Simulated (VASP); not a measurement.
InSbO:

```
In Sb O
1.0
     4.33539    0.00000    0.00000
    -2.16770    3.75456    0.00000
     0.00000    0.00000    4.36912
In Sb O
1 1 1
Direct
  0.00000 0.00000 0.00000
  0.33333 0.66667 0.50000
  0.66667 0.33333 0.50000
```

The cell was generated, and may not be a known phase.

```yaml
Program: VASP 6.6.1
Task: relaxation of cell and atoms
Functional: PBE
Potentials_or_basis: VASP PAW PBE potentials, release 64 (In_d, Sb, O)
Cutoff: 600 eV
k_mesh: 6 × 6 × 4
Occupations: gaussian, width 0.1 eV
Spin: no spin polarisation
```

At the start: pressure -6.1 GPa; volume 23.71 Å³/atom.

Question: Where does the relaxation end?

Answer: Over 10 steps the energy falls by 155.6 meV/atom and the volume is 23.14 Å³/atom (-2.4 %); space group P-6m2 (No. 187, to 0.1 Å) before and after.

Step by step:
| step | energy change (eV) | largest force (eV/Å) | pressure (GPa) | volume (Å³) |
| --- | --- | --- | --- | --- |
| 1 | 0.0000 | 0.0000 | -6.08 | 71.12 |
| 2 | -0.2348 | 0.0000 | 1.58 | 62.20 |
| 3 | -0.2353 | 0.0000 | 1.15 | 62.54 |
| 4 | -0.2809 | 0.0000 | 1.26 | 63.05 |
| 5 | -0.3983 | 0.0000 | 1.71 | 64.34 |
| 6 | -0.3954 | 0.0000 | 4.61 | 65.82 |
| 7 | -0.4342 | 0.0000 | 3.13 | 65.40 |
| 8 | -0.4652 | 0.0000 | 0.61 | 68.50 |
| 9 | -0.4667 | 0.0000 | 0.21 | 69.18 |
| 10 | -0.4669 | 0.0000 | 0.06 | 69.42 |

Final structure:
```
In Sb O
1.0
     3.86402    0.00000    0.00000
    -1.93201    3.34634    0.00000
     0.00000    0.00000    5.36849
In Sb O
1 1 1
Direct
  0.00000 0.00000 0.00000
  0.33333 0.66667 0.50000
  0.66667 0.33333 0.50000
```

Caveat: a cell axis changed by over 15 % at a fixed basis, so the end point is rough.
